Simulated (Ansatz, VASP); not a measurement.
**One calculation of LiCl, two programs**

```
CELL_PARAMETERS angstrom
0.00000 2.73304 2.74671
2.73304 0.00000 2.74671
2.73304 2.73304 0.00000
ATOMIC_POSITIONS crystal
Li 0.00000 0.00000 0.00000
Cl 0.25000 0.25000 0.25000
```

Change from the starting cell: uniaxial_z strain +0.5%.

Alike in both runs: task single point; functional r2SCAN; k mesh 8 × 8 × 8; no spin polarisation.

```csv
,VASP,Ansatz
version,VASP 6.6.1,Ansatz 0.2.0
potentials or method,"VASP PAW PBE potentials, release 64 (Li_sv, Cl)","plane waves, PAW"
plane-wave cutoff (eV),520,500
occupations,"gaussian, width 0.01 eV",fixed
valence electrons in the cell,10,10
```

Ansatz gave:

- gap on the k mesh at the Fermi level (eV): 6.69

**Question.** Which values does VASP return?

**Answer.** gap on the k mesh at the Fermi level (eV): 6.75.

VASP's potentials were made for PBE, not for r2SCAN.

Noted on VASP's run: the cutoff is short for stress, so the pressure is rough.
